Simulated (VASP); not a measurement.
SnSe:

```
CELL_PARAMETERS angstrom
0.00000 2.71448 2.71448
2.71448 0.00000 2.71448
2.71448 2.71448 0.00000
ATOMIC_POSITIONS crystal
Sn 0.00000 0.00000 0.00000
Se 0.50000 0.50000 0.50000
```

* Program: VASP 6.6.1
* Task: relaxation of cell and atoms
* Functional: PBEsol
* Potentials or basis: VASP PAW PBE potentials, release 64 (Sn_d, Se)
* Cutoff: 600 eV
* k mesh: 6 × 6 × 6
* Occupations: fermi-dirac, width 0.03 eV
* Spin: no spin polarisation

At the start: pressure 27.8 GPa; volume 20.00 Å³/atom.

Q: How do energy, volume and symmetry change on relaxing?

A: Over 5 steps the energy falls by 414.3 meV/atom and the volume is 26.10 Å³/atom (+30.5 %); space group Fm-3m (No. 225, to 0.05 Å).

Step by step:
| step | energy change (eV) | largest force (eV/Å) | pressure (GPa) | volume (Å³) |
| --- | --- | --- | --- | --- |
| 1 | 0.0000 | 0.0000 | 27.77 | 40.00 |
| 2 | -0.5206 | 0.0000 | -7.20 | 63.62 |
| 3 | -0.8287 | 0.0000 | 0.07 | 52.25 |
| 4 | -0.8284 | 0.0000 | -0.28 | 52.52 |
| 5 | -0.8287 | 0.0000 | 0.00 | 52.21 |

Final structure:
```
Sn Se
1.0
     0.00000    2.96641    2.96641
     2.96641    0.00000    2.96641
     2.96641    2.96641    0.00000
Sn Se
1 1
Cartesian
  2.9664 0.0000 2.9664
  2.9664 2.9664 2.9664
```

Caveat: the volume moved by over 15 % at a fixed basis, so the end points are rough; the PAW data sets were made with another functional, which shifts forces and pressure a little.
